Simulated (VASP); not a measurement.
A run of VASP 6.6.1:

The input INCAR:

```
PREC = Accurate ; ENCUT = 520
EDIFF = 1E-6 ; ISMEAR = 0
SIGMA = 0.1 ; LREAL = False
LASPH = True ; NELM = 100
ALGO = Normal ; ISIF = 2
LWAVE = False ; LCHARG = False
LDIPOL = True ; IDIPOL = 3
DIPOL = 0.5 0.5 0.348 ; GGA = PS
NBANDS = 46
```

The input KPOINTS:

```
Automatic mesh
0
Gamma
  6 6 1
```

POSCAR

```
KTa6
1.0
    4.6392671641      0.0000000000      0.0000000000
   -2.3196335820      4.0177232190      0.0000000000
    0.0000000000      0.0000000000     19.9438808521
Ta K
6 1
Direct
    0.6666666667      0.3333333333      0.2005627706
    0.3333333333      0.6666666666      0.2480453269
    0.0000000000      0.0000000000      0.2955278831
    0.6666666667      0.3333333333      0.3400187729
    0.3333333333      0.6666666666      0.3814681516
    0.0000000000      0.0000000000      0.4233820346
    0.8888888889      0.4444444444      0.5492973771
```

Potentials or basis: VASP PAW PBE potentials, release 64 (Ta_pv, K_sv).

Launch:

```bash
$ cat potpaw_PBE.64/Ta_pv/POTCAR potpaw_PBE.64/K_sv/POTCAR > POTCAR
$ mpirun -np 1 vasp_std > vasp.out
```

Hardware: 1 thread of Intel(R) Xeon(R) 6975P-C (Granite Rapids), with other jobs on the host.

Task: How long does it take, and how much memory?

Result: Run time: 4.3 min on 1 thread of Intel(R) Xeon(R) 6975P-C (Granite Rapids) (shared host), peak memory 0.55 GiB. Counts: scf iterations 28, k points 13.
